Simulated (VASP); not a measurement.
# PtS2 (P-1) in VASP: single point with PBEsol

Aim: the single point of PtS2 with PBEsol.

Everything below comes from runs of VASP 6.6.1. Logs are shortened: lines on timing, memory, paths and dates and some standing lists are left out, and cuts for length are marked.

## (1) The cell of the first run

The typed cell holds 3 atoms: a = 3.543 Å, b = 3.559 Å, c = 5.039 Å, α = 90.00°, β = 90.00°, γ = 120.43°.

## (2) Single point, PBEsol

INCAR

```
SYSTEM = PtS2
ALGO     = Normal         ! electronic algorithm
EDIFF    = 1E-6           ! SCF threshold, eV
ENCUT    = 520            ! plane-wave cutoff, eV
GGA      = PS             ! functional
ISIF     = 2              ! what is computed and relaxed
ISMEAR   = -1             ! smearing method
LASPH    = .TRUE.         ! aspherical terms in the spheres
LCHARG   = .FALSE.        ! write CHGCAR
LREAL    = .FALSE.        ! projectors in reciprocal space
LWAVE    = .FALSE.        ! write WAVECAR
NBANDS   = 18             ! bands
NELM     = 60             ! most SCF steps
PREC     = Accurate       ! precision mode
SIGMA    = 0.05           ! smearing width, eV
```

KPOINTS

```
k-points
0
G
  7 7 5
  0 0 0
```

POSCAR

```
PtS2
1.0
    3.5432000000     -0.0177160000      0.0000000000
   -1.7869425061      3.0773592107      0.0000000000
    0.0000000000      0.0000000000      5.0388000000
Pt S
1 2
Direct
    0.0000000000      0.0000000000      0.0000000000
    0.6666666667      0.3333333333      0.7730000000
    0.3333333333      0.6666666667      0.2270000000
```

Potentials or basis: VASP PAW PBE potentials, release 64 (Pt, S).

Launch:

```
cat potpaw_PBE.64/Pt/POTCAR potpaw_PBE.64/S/POTCAR > POTCAR
mpirun -np 1 vasp_std > vasp.out
```

OUTCAR:

```text
SYSTEM = PtS2
   EDIFF = 1E-6
   ENCUT = 520
   GGA = PS
   ISIF = 2
   ISMEAR = -1
   LASPH = .TRUE.
   LREAL = .FALSE.
   NELM = 60
   PREC = Accurate

 ion  position               nearest neighbor table
   1  0.000  0.000  0.000-   2 2.34   3 2.34   2 2.34   3 2.34   2 2.35   3 2.35
   2  0.667  0.333  0.773-   1 2.34   1 2.34   1 2.35
   3  0.333  0.667  0.227-   1 2.34   1 2.34   1 2.35

  LATTYP: Found a simple monoclinic cell.
 ALAT       =     3.5278686146
 B/A-ratio  =     1.4282844829
 C/A-ratio  =     1.0043583469
 COS(beta)  =    -0.4934813924

  Lattice vectors:

 A1 = (   1.7562574939,   3.0596432107,   0.0000000000)
 A2 = (   0.0000000000,   0.0000000000,  -5.0388000000)
 A3 = (  -3.5432000000,   0.0177160000,   0.0000000000)

Analysis of symmetry for initial positions (statically):
=====================================================================
 Subroutine PRICEL returns:
 Original cell was already a primitive cell.

 Routine SETGRP: Setting up the symmetry group for a
 simple monoclinic supercell.

 Subroutine GETGRP returns: Found  2 space group operations
 (whereof  2 operations were pure point group operations)
 out of a pool of  4 trial point group operations.

The static configuration has the point symmetry S_2 .

Analysis of symmetry for dynamics (positions and initial velocities):
=====================================================================
 Subroutine PRICEL returns:
 Original cell was already a primitive cell.

 Routine SETGRP: Setting up the symmetry group for a
 simple monoclinic supercell.

 Subroutine GETGRP returns: Found  2 space group operations
 (whereof  2 operations were pure point group operations)
 out of a pool of  4 trial point group operations.

The dynamic configuration has the point symmetry S_2 .

 Subroutine INISYM returns: Found  2 space group operations
 (whereof  2 operations are pure point group operations),
 and found     1 'primitive' translations

----------------------------------------------------------------------------------------

                                     Primitive cell

  volume of cell :      54.7820

  direct lattice vectors                    reciprocal lattice vectors
     3.543200000 -0.017716000  0.000000000     0.283052558  0.164361263  0.000000000
    -1.786942506  3.077359211  0.000000000     0.001629501  0.325900149  0.000000000
     0.000000000  0.000000000  5.038800000     0.000000000  0.000000000  0.198459951

  length of vectors
     3.543244290  3.558553531  5.038800000     0.327312352  0.325904222  0.198459951

  position of ions in fractional coordinates (direct lattice)
     0.000000000  0.000000000  0.000000000
     0.666666667  0.333333333  0.773000000
     0.333333333  0.666666667  0.227000000

  ion indices of the primitive-cell ions
   primitive index   ion index
                 1           1
                 2           2
                 3           3

----------------------------------------------------------------------------------------

 KPOINTS: k-points

Automatic generation of k-mesh.
 Grid dimensions read from file:
 generate k-points for:    7    7    5

 Generating k-lattice:

  Cartesian coordinates                     Fractional coordinates (reciprocal lattice)
     0.040436080  0.023480180  0.000000000     0.142857143 -0.000000000  0.000000000
     0.000232786  0.046557164  0.000000000     0.000000000  0.142857143  0.000000000
     0.000000000  0.000000000  0.039691990     0.000000000  0.000000000  0.200000000

  Length of vectors
     0.046758907  0.046557746  0.039691990

  Shift w.r.t. Gamma in fractional coordinates (k-lattice)
     0.000000000  0.000000000  0.000000000

 Subroutine IBZKPT returns following result:
 ===========================================

 Found    123 irreducible k-points:

 Following reciprocal coordinates:
            Coordinates               Weight
  0.000000  0.000000  0.000000      1.000000
  0.142857  0.000000  0.000000      2.000000
  0.285714 -0.000000  0.000000      2.000000
  0.428571 -0.000000  0.000000      2.000000
  0.000000  0.142857  0.000000      2.000000
  0.142857  0.142857  0.000000      2.000000
[... 16 lines left out ...]
 -0.428571  0.428571  0.000000      2.000000
 -0.285714  0.428571  0.000000      2.000000
 [... further k-points ...]
   k-points           NKPTS =    123   k-points in BZ     NKDIM =    123   number of bands    NBANDS=     18
   number of dos      NEDOS =    301   number of ions     NIONS =      3
   total plane-waves  NPLWV =  31360
   dimension x,y,z NGX =    28 NGY =   28 NGZ =   40
   dimension x,y,z NGXF=    56 NGYF=   56 NGZF=   80
   ions per type =               1   2
   NGX,Y,Z   is equivalent  to a cutoff of  13.14, 13.08, 13.20 a.u.
   NGXF,Y,Z  is equivalent  to a cutoff of  26.27, 26.16, 26.39 a.u.
 SYSTEM =  PtS2
   PREC   = accura    normal or accurate (medium, high low for compatibility)
   ISTART =      0    job   : 0-new  1-cont  2-samecut
   ICHARG =      2    charge: 1-file 2-atom 10-const
   ISPIN  =      1    spin polarized calculation?
   LNONCOLLINEAR =      F non collinear calculations
   LSORBIT =      F    spin-orbit coupling
   LASPH  =      T    aspherical Exc in radial PAW
   ENCUT  =  520.0 eV  38.22 Ry    6.18 a.u.   6.59  6.62  9.37*2*pi/ulx,y,z
   NELM   =     60;   NELMIN=  2; NELMDL= -5     # of ELM steps
   EDIFF  = 0.1E-05   stopping-criterion for ELM
   LREAL  =      F    real-space projection
   EDIFFG = 0.1E-04   stopping-criterion for IOM
   NSW    =      0    number of steps for IOM
   IBRION =     -1    ionic relax: 0-MD 1-quasi-New 2-CG
   NFREE  =      0    steps in history (QN), initial steepest desc. (CG)
   ISIF   =      2    stress and relaxation
   ISYM   =      2    0-nonsym 1-usesym 2-fastsym
   POTIM  = 0.5000    time-step for ionic-motion
   TEBEG  =    0.0;   TEEND  =   0.0 temperature during run
   PSTRESS=    0.0 pullay stress
   NELECT =      22.0000    total number of electrons
   NUPDOWN=      -1.0000    fix difference up-down
   EMIN   =  10.00;   EMAX   =-10.00  energy-range for DOS
   EFERMI =   0.00;   METHOD = LEGACY
   ISMEAR =    -1;   SIGMA  =   0.05  broadening in eV -4-tet -1-fermi 0-gaus
   EFERMI_NEDOS =   21; number of points for ismear=-14 and -15
   IALGO  =     38    algorithm
   IMIX   =      4    mixing-type and parameters
     AMIX     =   0.40;   BMIX     =  1.00
     AMIX_MAG =   1.60;   BMIX_MAG =  1.00
  volume/ion in A,a.u.               =      18.26       123.23
  Fermi-wavevector in a.u.,A,eV,Ry     =   1.207822  2.282453 19.848646  1.458834
  Thomas-Fermi vector in A             =   2.343448
   LORBIT       =      0    0 simple, 1 ext, 2 COOP (PROOUT), +10 PAW based schemes
   GGA     = PS    functional components
   LHFCALC =     F    Hartree Fock is set to
   AEXX    =    0.0000 exact exchange contribution
   IVDW    =     0    specifies the selected vdW correction
   LEPSILON=     F    determine dielectric tensor
   LRPA    =     F    only Hartree local field effects (RPA)
 non-spin polarized calculation
  energy-cutoff  :      520.00
  volume of cell :       54.78
 maximum number of plane-waves:      1501
   NGX = 13   NGY = 13   NGZ = 19

 number of electron      22.0000000 magnetization

 Free energy of the ion-electron system (eV)
  ---------------------------------------------------
  ext. energy  EPLUGINS =         0.00000000
  ---------------------------------------------------
  free energy    TOTEN  =       -16.92782975 eV

  energy without entropy =      -16.92781009  energy(sigma->0) =      -16.92781992

 E-fermi :   7.0688     XC(G=0): -10.7676

 val. band max:        6.6886899931   @ k =  -0.1429   0.0000   0.2000
 cond. band min:       7.4521798520   @ k =   0.2857  -0.2857   0.2000
 fundamental gap:      0.7634898589
 Fermi energy:         7.0687534940

 k-point     1 :       0.0000    0.0000    0.0000
  band No.  band energies     occupation
      1      -8.9285      2.00000
      2      -5.6385      2.00000
      3      -0.4311      2.00000
      4      -0.4186      2.00000
      5      -0.3123      2.00000
      6       2.6300      2.00000
[... 10 lines left out ...]
     17      14.5921      0.00000
     18      18.6043      0.00000

 k-point     2 :       0.1429    0.0000    0.0000
  band No.  band energies     occupation
      1      -8.6515      2.00000
      2      -5.8114      2.00000
      3      -0.2442      2.00000
      4      -0.2088      2.00000
      5      -0.0279      2.00000
      6       2.2511      2.00000
[... 10 lines left out ...]
     17      15.2687      0.00000
     18      17.0907      0.00000

 k-point     3 :       0.2857   -0.0000    0.0000
  band No.  band energies     occupation
      1      -7.9148      2.00000
      2      -6.1729      2.00000
      3       0.0385      2.00000
      4       0.1699      2.00000
      5       0.8158      2.00000
      6       1.1758      2.00000
[... 10 lines left out ...]
     17      15.5470      0.00000
     18      15.6901      0.00000

 k-point     4 :       0.4286   -0.0000    0.0000
  band No.  band energies     occupation
      1      -7.0822      2.00000
      2      -6.5018      2.00000
      3      -0.7869      2.00000
      4       0.4200      2.00000
      5       1.2746      2.00000
      6       1.9613      2.00000
[... 375 lines left out ...]
      4       0.3343      2.00000
      5       1.2749      2.00000
      6       2.1402      2.00000
[... 10 lines left out ...]
     17      16.3465      0.00000
     18      16.9267      0.00000

 k-point    23 :      -0.4286    0.4286    0.0000
  band No.  band energies     occupation
      1      -7.1099      2.00000
      2      -6.5184      2.00000
      3      -0.7757      2.00000
      4       0.4112      2.00000
      5       1.2702      2.00000
      6       1.9340      2.00000
[... 10 lines left out ...]
     17      15.0425      0.00000
     18      17.1819      0.00000

 k-point    24 :      -0.2857    0.4286    0.0000
  band No.  band energies     occupation
      1      -7.3698      2.00000
      2      -6.3755      2.00000
      3      -0.1552      2.00000
      4       0.2716      2.00000
      5       1.0314      2.00000
      6       1.3872      2.00000
[... 10 lines left out ...]
     17      15.3433      0.00000
     18      16.6215      0.00000

 [... further k-points ...]

------------------------ aborting loop because EDIFF is reached ----------------------------------------

  FORCE on cell =-STRESS in cart. coord.  units (eV):
  Direction    XX          YY          ZZ          XY          YZ          ZX
  --------------------------------------------------------------------------------------
  -------------------------------------------------------------------------------------
  Total        2.1612197      2.1568525      1.9717406      0.3451063     -0.0027834     -0.2118193
  in kB       63.2078872     63.0801612     57.6663054     10.0931142     -0.0814037     -6.1949519
  external PRESSURE =      61.3181179 kB  Pullay stress =       0.0000000 kB

 VOLUME and BASIS-vectors are now :
 -----------------------------------------------------------------------------
  energy-cutoff  :      520.00
  volume of cell :       54.78
      direct lattice vectors                 reciprocal lattice vectors
     3.543200000 -0.017716000  0.000000000     0.283052558  0.164361263  0.000000000
    -1.786942506  3.077359211  0.000000000     0.001629501  0.325900149  0.000000000
     0.000000000  0.000000000  5.038800000     0.000000000  0.000000000  0.198459951

 POSITION                                       TOTAL-FORCE (eV/Angst)
 -----------------------------------------------------------------------------------
      0.00000      0.00000      0.00000         0.000000     -0.000000      0.000000
      1.76649      1.01398      3.89499         0.081352      0.001197     -0.933597
     -0.01023      2.04567      1.14381        -0.081352     -0.001197      0.933597
 -----------------------------------------------------------------------------------
    total drift:                                0.000000     -0.000000      0.000000

  FREE ENERGIE OF THE ION-ELECTRON SYSTEM (eV)
  ---------------------------------------------------
  free  energy   TOTEN  =       -16.9278297464 eV

  energy  without entropy=      -16.9278100948  energy(sigma->0) =      -16.92781992
```

Run time: 2.5 min. Hardware: 1 thread of Intel Xeon 8259CL, shared host; peak memory 0.26 GiB.

Results:

```yaml
Free_energy: -16.9278 eV
Pressure: 6.1 GPa
Largest_force: 0.937 eV/Å
Band_gap_on_the_k_mesh: 0.76 eV (least direct gap 1.10 eV)
```

Forces on the atoms (eV/Å):
```
Pt   0.000  0.000  0.000
S    0.081  0.001 -0.934
S   -0.081 -0.001  0.934
```

Caveat: the cell stands under pressure; the PAW data sets were made with another functional, which shifts forces and pressure a little; spin-orbit coupling is left out, which moves the levels of the heavy elements; an odd mesh through Γ misses points on the zone boundary, where band edges can lie.
